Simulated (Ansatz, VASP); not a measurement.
**BiTe: VASP beside Ansatz**

INCAR

```
SYSTEM = BiTe
ALGO     = Normal         ! electronic algorithm
EDIFF    = 1E-7           ! SCF threshold, eV
ENCUT    = 520            ! plane-wave cutoff, eV
GGA      = PS             ! functional
ISIF     = 2              ! what is computed and relaxed
ISMEAR   = 0              ! smearing method
LASPH    = .True.         ! aspherical terms in the spheres
LCHARG   = .False.        ! write CHGCAR
LREAL    = .False.        ! projectors in reciprocal space
LWAVE    = .False.        ! write WAVECAR
NBANDS   = 18             ! bands
NELM     = 80             ! most SCF steps
PREC     = Accurate       ! precision mode
SIGMA    = 0.15           ! smearing width, eV
```

Contents of KPOINTS:

```
k-points
0
Gamma
  14 14 14
  0 0 0
```

The input POSCAR:

```
BiTe
1.0
    0.0000000000      3.2835250000      3.1864750000
    3.2835250000      0.0000000000      3.1864750000
    3.2835250000      3.2835250000      0.0000000000
Bi Te
1 1
Direct
    0.0000000000      0.0000000000      0.0000000000
    0.5000000000      0.5000000000      0.5000000000
```

Input for Ansatz:

```yaml
crystal:
  lattice:
    - [0.0, 3.283525, 3.186475]
    - [3.283525, 0.0, 3.186475]
    - [3.283525, 3.283525, 0.0]
  atoms:
    - { symbol: Bi, position: [0.0, 0.0, 0.0] }
    - { symbol: Te, position: [0.5, 0.5, 0.5] }
basis:
  ecutwfc: 420
kpoints:
  mp_grid: { grid: [14, 14, 14] }
hamiltonian:
  xc: pbesol
scf:
  occupations: { method: gaussian, width: 0.15 }
output:
  forces: true
  stress: true
  eigenvalues: true
```

Change from the starting cell: strain +0.015 along x and y, -0.015 along z, atoms carried along.

Alike in both runs: task single point; functional PBEsol; k mesh 14 × 14 × 14; occupations gaussian, width 0.15 eV; no spin polarisation.

|  | VASP | Ansatz |
| --- | --- | --- |
| version | VASP 6.6.1 | Ansatz 0.2.0 |
| potentials or method | VASP PAW PBE potentials, release 64 (Bi_d, Te), cutoff 520 eV | scalar-relativistic, plane waves, PAW |
| valence electrons in the cell | 21 | 31 |

```csv
,VASP,Ansatz,Ansatz less VASP
gap on the k mesh at the Fermi level (eV),none,none,-
pressure (GPa),-2.3,-2.3,+0.02
"traceless stress, the component that is largest in VASP (GPa)",1.60,1.60,-0.002
```

VASP's potentials were made for PBE, not for PBEsol. A gap of «none» marks a metal or a gap that the smearing closes. The functional is the same, so the differences come from potentials, cutoffs and numerics. VASP's potentials hold 21 valence electrons a cell and Ansatz's 31, so a difference there can come from the potentials and not from the codes.

Neither program's run includes spin-orbit coupling.
